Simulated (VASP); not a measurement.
# C (R-3m) in VASP: single point with LDA

Aim: the single point of C with LDA.

Everything below comes from runs of VASP 6.6.1. Logs are shortened: lines on timing, memory, paths and dates and some standing lists are left out, and cuts for length are marked.

**1. The cell of the first run**

It takes space group R-3m (No. 166, trigonal). The conventional cell has a = 2.456 Å, b = 2.456 Å, c = 10.041 Å, α = 90.00°, β = 90.00°, γ = 120.00°. Within 1.9 Å of C (site symmetry 3m) lie 3 C at 1.42 Å.

**2. Single point, LDA**

File INCAR:

```
SYSTEM = C
  ALGO = Normal
  EDIFF = 1E-6
  ENCUT = 520
  GGA = CA
  ISIF = 2
  ISMEAR = 0
  LASPH = .True.
  LCHARG = .False.
  LREAL = .False.
  LWAVE = .False.
  NBANDS = 11
  NELM = 100
  PREC = Accurate
  SIGMA = 0.05
```

File KPOINTS:

```
k-points
0
Gamma
  18 18 18
  0 0 0
```

File POSCAR:

```
C
1.0
    1.2280287100      0.7090027100      3.3470114500
   -1.2280287100      0.7090027100      3.3470114500
    0.0000000000     -1.4180054100      3.3470114500
C
2
Direct
    0.8360000000      0.8360000000      0.8360000000
    0.1640000000      0.1640000000      0.1640000000
```

Potentials or basis: VASP PAW LDA potentials, release 64 (C).

Command:

```console
$ cat potpaw_LDA.64/C/POTCAR > POTCAR
$ mpirun -np 1 vasp_std > vasp.out
```

OUTCAR:

```text
SYSTEM = C
   EDIFF = 1E-6
   ENCUT = 520
   GGA = CA
   ISIF = 2
   ISMEAR = 0
   LASPH = .True.
   LREAL = .False.
   NELM = 100
   PREC = Accurate

 ion  position               nearest neighbor table
   1  0.836  0.836  0.836-   2 1.42   2 1.42   2 1.42
   2  0.164  0.164  0.164-   1 1.42   1 1.42   1 1.42

  LATTYP: Found a trigonal (rhomboedric) cell.
 ALAT       =     3.6350000002
 COS(alpha) =     0.7717355885

  Lattice vectors:

 A1 = (   1.2280287100,   0.7090027100,   3.3470114500)
 A2 = (  -1.2280287100,   0.7090027100,   3.3470114500)
 A3 = (   0.0000000000,  -1.4180054100,   3.3470114500)

Analysis of symmetry for initial positions (statically):
=====================================================================
 Subroutine PRICEL returns:
 Original cell was already a primitive cell.

 Routine SETGRP: Setting up the symmetry group for a
 trigonal (rhombohedral) supercell.

 Subroutine GETGRP returns: Found 12 space group operations
 (whereof 12 operations were pure point group operations)
 out of a pool of 12 trial point group operations.

The static configuration has the point symmetry D_3d.

Analysis of symmetry for dynamics (positions and initial velocities):
=====================================================================
 Subroutine PRICEL returns:
 Original cell was already a primitive cell.

 Routine SETGRP: Setting up the symmetry group for a
 trigonal (rhombohedral) supercell.

 Subroutine GETGRP returns: Found 12 space group operations
 (whereof 12 operations were pure point group operations)
 out of a pool of 12 trial point group operations.

The dynamic configuration has the point symmetry D_3d.

 Subroutine INISYM returns: Found 12 space group operations
 (whereof 12 operations are pure point group operations),
 and found     1 'primitive' translations

----------------------------------------------------------------------------------------

                                     Primitive cell

  volume of cell :      17.4850

  direct lattice vectors                    reciprocal lattice vectors
     1.228028710  0.709002710  3.347011450     0.407156605  0.235071975  0.099591333
    -1.228028710  0.709002710  3.347011450    -0.407156605  0.235071975  0.099591333
     0.000000000 -1.418005410  3.347011450     0.000000000 -0.470143950  0.099591334

  length of vectors
     3.635000000  3.635000000  3.634999999     0.480576495  0.480576495  0.480576495

  position of ions in fractional coordinates (direct lattice)
     0.836000000  0.836000000  0.836000000
     0.164000000  0.164000000  0.164000000

  ion indices of the primitive-cell ions
   primitive index   ion index
                 1           1
                 2           2

----------------------------------------------------------------------------------------

 KPOINTS: k-points

Automatic generation of k-mesh.
 Grid dimensions read from file:
 generate k-points for:   18   18   18

 Generating k-lattice:

  Cartesian coordinates                     Fractional coordinates (reciprocal lattice)
     0.022619811  0.013059554  0.005532852     0.055555556  0.000000000 -0.000000000
    -0.022619811  0.013059554  0.005532852     0.000000000  0.055555556 -0.000000000
     0.000000000 -0.026119108  0.005532852    -0.000000000 -0.000000000  0.055555556

  Length of vectors
     0.026698694  0.026698694  0.026698694

  Shift w.r.t. Gamma in fractional coordinates (k-lattice)
     0.000000000  0.000000000  0.000000000

 Subroutine IBZKPT returns following result:
 ===========================================

 Found    580 irreducible k-points:

 Following reciprocal coordinates:
            Coordinates               Weight
  0.000000  0.000000  0.000000      1.000000
  0.055556 -0.000000 -0.000000      6.000000
  0.111111 -0.000000 -0.000000      6.000000
  0.166667  0.000000  0.000000      6.000000
  0.222222  0.000000  0.000000      6.000000
  0.277778  0.000000  0.000000      6.000000
[... 16 lines left out ...]
 -0.277778  0.055556  0.000000     12.000000
 -0.222222  0.055556  0.000000     12.000000
 [... further k-points ...]
   k-points           NKPTS =    580   k-points in BZ     NKDIM =    580   number of bands    NBANDS=     11
   number of dos      NEDOS =    301   number of ions     NIONS =      2
   total plane-waves  NPLWV =  21952
   dimension x,y,z NGX =    28 NGY =   28 NGZ =   28
   dimension x,y,z NGXF=    56 NGYF=   56 NGZF=   56
   ions per type =               2
   NGX,Y,Z   is equivalent  to a cutoff of  12.81, 12.81, 12.81 a.u.
   NGXF,Y,Z  is equivalent  to a cutoff of  25.61, 25.61, 25.61 a.u.
 SYSTEM =  C
   PREC   = accura    normal or accurate (medium, high low for compatibility)
   ISTART =      0    job   : 0-new  1-cont  2-samecut
   ICHARG =      2    charge: 1-file 2-atom 10-const
   ISPIN  =      1    spin polarized calculation?
   LNONCOLLINEAR =      F non collinear calculations
   LSORBIT =      F    spin-orbit coupling
   LASPH  =      T    aspherical Exc in radial PAW
   ENCUT  =  520.0 eV  38.22 Ry    6.18 a.u.   6.76  6.76  6.76*2*pi/ulx,y,z
   NELM   =    100;   NELMIN=  2; NELMDL= -5     # of ELM steps
   EDIFF  = 0.1E-05   stopping-criterion for ELM
   LREAL  =      F    real-space projection
   EDIFFG = 0.1E-04   stopping-criterion for IOM
   NSW    =      0    number of steps for IOM
   IBRION =     -1    ionic relax: 0-MD 1-quasi-New 2-CG
   NFREE  =      0    steps in history (QN), initial steepest desc. (CG)
   ISIF   =      2    stress and relaxation
   ISYM   =      2    0-nonsym 1-usesym 2-fastsym
   POTIM  = 0.5000    time-step for ionic-motion
   TEBEG  =    0.0;   TEEND  =   0.0 temperature during run
   PSTRESS=    0.0 pullay stress
   NELECT =       8.0000    total number of electrons
   NUPDOWN=      -1.0000    fix difference up-down
   EMIN   =  10.00;   EMAX   =-10.00  energy-range for DOS
   EFERMI =   0.00;   METHOD = LEGACY
   ISMEAR =     0;   SIGMA  =   0.05  broadening in eV -4-tet -1-fermi 0-gaus
   EFERMI_NEDOS =   21; number of points for ismear=-14 and -15
   IALGO  =     38    algorithm
   IMIX   =      4    mixing-type and parameters
     AMIX     =   0.40;   BMIX     =  1.00
     AMIX_MAG =   1.60;   BMIX_MAG =  1.00
  volume/ion in A,a.u.               =       8.74        59.00
  Fermi-wavevector in a.u.,A,eV,Ry     =   1.261488  2.383867 21.651666  1.591353
  Thomas-Fermi vector in A             =   2.394945
   LORBIT       =      0    0 simple, 1 ext, 2 COOP (PROOUT), +10 PAW based schemes
   GGA     = CA    functional components
   LHFCALC =     F    Hartree Fock is set to
   AEXX    =    0.0000 exact exchange contribution
   IVDW    =     0    specifies the selected vdW correction
   LEPSILON=     F    determine dielectric tensor
   LRPA    =     F    only Hartree local field effects (RPA)
 non-spin polarized calculation
 Gauss-broadening in eV      SIGMA  =   0.05
  energy-cutoff  :      520.00
  volume of cell :       17.48
 maximum number of plane-waves:       484
   NGX = 13   NGY = 13   NGZ = 13

 number of electron       8.0000000 magnetization

 Free energy of the ion-electron system (eV)
  ---------------------------------------------------
  ext. energy  EPLUGINS =         0.00000000
  ---------------------------------------------------
  free energy    TOTEN  =       -20.19904861 eV

  energy without entropy =      -20.19904861  energy(sigma->0) =      -20.19904861

 E-fermi :   4.4864     XC(G=0): -10.7939

 val. band max:        4.2473334631   @ k =  -0.3333   0.3333   0.0000
 cond. band min:       5.0209261621   @ k =  -0.3333   0.3333   0.0000
 fundamental gap:      0.7735926990
 Fermi energy:         4.4864276621

 k-point     1 :       0.0000    0.0000    0.0000
  band No.  band energies     occupation
      1     -14.8770      2.00000
      2      -1.9399      2.00000
      3       1.6814      2.00000
      4       1.6814      2.00000
      5       8.4385      0.00000
      6      13.0327      0.00000
      7      13.0327      0.00000
      8      16.0680      0.00000
      9      17.8337      0.00000
     10      27.1823      0.00000
     11      30.0715      0.00000

 k-point     2 :       0.0556   -0.0000   -0.0000
  band No.  band energies     occupation
      1     -14.8021      2.00000
      2      -1.8645      2.00000
      3       1.3903      2.00000
      4       1.5243      2.00000
      5       8.5432      0.00000
      6      13.0771      0.00000
      7      13.3485      0.00000
      8      15.8112      0.00000
      9      17.9509      0.00000
     10      27.4218      0.00000
     11      29.5150      0.00000

 k-point     3 :       0.1111   -0.0000   -0.0000
  band No.  band energies     occupation
      1     -14.5779      2.00000
      2      -1.6392      2.00000
      3       0.5881      2.00000
      4       1.1073      2.00000
      5       8.8556      0.00000
      6      13.1413      0.00000
      7      14.2365      0.00000
      8      15.0934      0.00000
      9      18.3208      0.00000
     10      27.8825      0.00000
     11      28.1469      0.00000

 k-point     4 :       0.1667    0.0000    0.0000
  band No.  band energies     occupation
      1     -14.2058      2.00000
      2      -1.2714      2.00000
      3      -0.5650      2.00000
      4       0.5463      2.00000
      5       9.3651      0.00000
      6      13.1095      0.00000
      7      14.0481      0.00000
      8      15.5674      0.00000
      9      18.9366      0.00000
     10      26.2067      0.00000
     11      28.7157      0.00000
[... 239 lines left out ...]
 k-point    22 :      -0.3333    0.0556    0.0000
  band No.  band energies     occupation
      1     -11.7434      2.00000
      2      -5.5525      2.00000
      3      -1.4963      2.00000
      4       1.2724      2.00000
      5       8.6103      0.00000
      6      12.7631      0.00000
      7      13.0789      0.00000
      8      19.5139      0.00000
      9      21.1931      0.00000
     10      23.4964      0.00000
     11      25.9387      0.00000

 k-point    23 :      -0.2778    0.0556    0.0000
  band No.  band energies     occupation
      1     -12.6041      2.00000
      2      -4.1089      2.00000
      3      -1.0820      2.00000
      4       0.4506      2.00000
      5       9.8967      0.00000
      6      11.8228      0.00000
      7      13.1455      0.00000
      8      19.2011      0.00000
      9      20.6851      0.00000
     10      23.0997      0.00000
     11      26.5945      0.00000

 k-point    24 :      -0.2222    0.0556    0.0000
  band No.  band energies     occupation
      1     -13.3312      2.00000
      2      -2.6615      2.00000
      3      -0.5587      2.00000
      4      -0.2772      2.00000
      5      10.2351      0.00000
      6      11.9461      0.00000
      7      13.3132      0.00000
      8      17.6758      0.00000
      9      20.3988      0.00000
     10      23.4497      0.00000
     11      27.5394      0.00000

 [... further k-points ...]

------------------------ aborting loop because EDIFF is reached ----------------------------------------

  FORCE on cell =-STRESS in cart. coord.  units (eV):
  Direction    XX          YY          ZZ          XY          YZ          ZX
  --------------------------------------------------------------------------------------
  -------------------------------------------------------------------------------------
  Total       -0.4930293     -0.4930293     -0.0979041      0.0000000     -0.0000000      0.0000000
  in kB      -45.1771116    -45.1771117     -8.9711184      0.0000000     -0.0000000      0.0000000
  external PRESSURE =     -33.1084472 kB  Pullay stress =       0.0000000 kB

 VOLUME and BASIS-vectors are now :
 -----------------------------------------------------------------------------
  energy-cutoff  :      520.00
  volume of cell :       17.48
      direct lattice vectors                 reciprocal lattice vectors
     1.228028710  0.709002710  3.347011450     0.407156605  0.235071975  0.099591333
    -1.228028710  0.709002710  3.347011450    -0.407156605  0.235071975  0.099591333
     0.000000000 -1.418005410  3.347011450     0.000000000 -0.470143950  0.099591334

 POSITION                                       TOTAL-FORCE (eV/Angst)
 -----------------------------------------------------------------------------------
      0.00000      0.00000      8.39430         0.000000     -0.000000     -0.900959
      0.00000      0.00000      1.64673         0.000000      0.000000      0.900959
 -----------------------------------------------------------------------------------
    total drift:                                0.000000     -0.000000      0.000000

  FREE ENERGIE OF THE ION-ELECTRON SYSTEM (eV)
  ---------------------------------------------------
  free  energy   TOTEN  =       -20.1990486122 eV

  energy  without entropy=      -20.1990486122  energy(sigma->0) =      -20.19904861
```

Wall time 3.2 min (1 thread of Intel Xeon 8259CL, shared host); peak memory 0.2 GiB.

What came out:

| Item | Value |
| --- | --- |
| Free energy | -20.1990 eV |
| Pressure | -3.3 GPa |
| Largest force | 0.901 eV/Å |

Forces in eV/Å, atoms in the order of the input:
```
C    0.000  0.000 -0.901
C    0.000  0.000  0.901
```

Stress tensor (GPa, compression positive):
```
-4.52  0.00  0.00
 0.00 -4.52  0.00
 0.00  0.00 -0.90
```

Caveat: the cell stands under tension.
